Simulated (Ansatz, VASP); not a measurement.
One calculation of SrAl2O2, two programs

```xyz
5
Lattice="4.6205 0.0000 0.0000 -2.3103 4.0015 0.0000 0.0000 0.0000 4.3825" Properties=species:S:1:pos:R:3 pbc="T T T"
Sr    0.0000    0.0000    2.1912
Al    0.0000    2.6677    0.0000
Al    2.3103    1.3338    0.0000
O     0.0000    2.6677    2.1912
O     2.3103    1.3338    2.1912
```

Alike in both runs: task single point; functional PBE; k mesh 6 × 6 × 4; occupations gaussian, width 0.1 eV; no spin polarisation.

|  | VASP | Ansatz |
| --- | --- | --- |
| version | VASP 6.6.1 | Ansatz 0.2.0 |
| potentials or method | VASP PAW PBE potentials, release 64 (Sr_sv, Al, O), cutoff 520 eV | scalar-relativistic, plane waves, PAW |
| valence electrons in the cell | 28 | 28 |

|  | VASP | Ansatz | Ansatz less VASP |
| --- | --- | --- | --- |
| gap on the k mesh at the Fermi level (eV) | none | none | - |
| pressure (GPa) | -4.3 | -4.5 | -0.15 |
| traceless stress, the component that is largest in VASP (GPa) | -22.34 | -22.28 | +0.064 |

A gap of «none» marks a metal or a gap that the smearing closes.
